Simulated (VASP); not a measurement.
# Ti: single point with PBE

The system is Ti.

```
CELL_PARAMETERS angstrom
-1.62774 1.62774 1.62774
1.62774 -1.62774 1.62774
1.62774 1.62774 -1.62774
ATOMIC_POSITIONS crystal
Ti 0.00000 0.00000 0.00000
```

This isn't the form of Ti at room conditions, which is hcp.

```json
{
 "Program": "VASP 6.6.1",
 "Task": "single point",
 "Functional": "PBE",
 "Potentials or basis": "VASP PAW PBE potentials, release 64 (Ti_sv)",
 "Cutoff": "520 eV",
 "k mesh": "22 × 22 × 22",
 "Occupations": "gaussian, width 0.15 eV",
 "Spin": "no spin polarisation",
 "Dipole correction": "no",
 "Further INCAR settings": "ALGO = Normal; EDIFF = 1e-07; NBANDS = 12"
}
```

* Pressure: -0.2 GPa
* Band gap on the k mesh: zero (bands 6 and 7 overlap by 1.61 eV)

Levels at points of the mesh, in eV from the Fermi level:
```tsv
k point	band 2	band 3	band 4	band 5	band 6	band 7	band 8	band 9	band 10	band 11
(0.00, 0.00, 0.00)	-32.37	-32.37	-32.37	-5.97	0.99	0.99	0.99	2.77	2.77	17.46
(0.50, 0.00, 0.00)	-33.05	-32.58	-32.37	-2.47	-0.40	1.16	2.76	3.11	4.30	8.84
(0.50, 0.50, 0.50)	-32.84	-32.84	-32.84	-2.13	-2.13	3.95	3.95	3.95	8.43	8.43
```

Run time: 66 s on 1 thread of Intel Xeon 8259CL, on a shared host, peak memory 0.19 GiB.
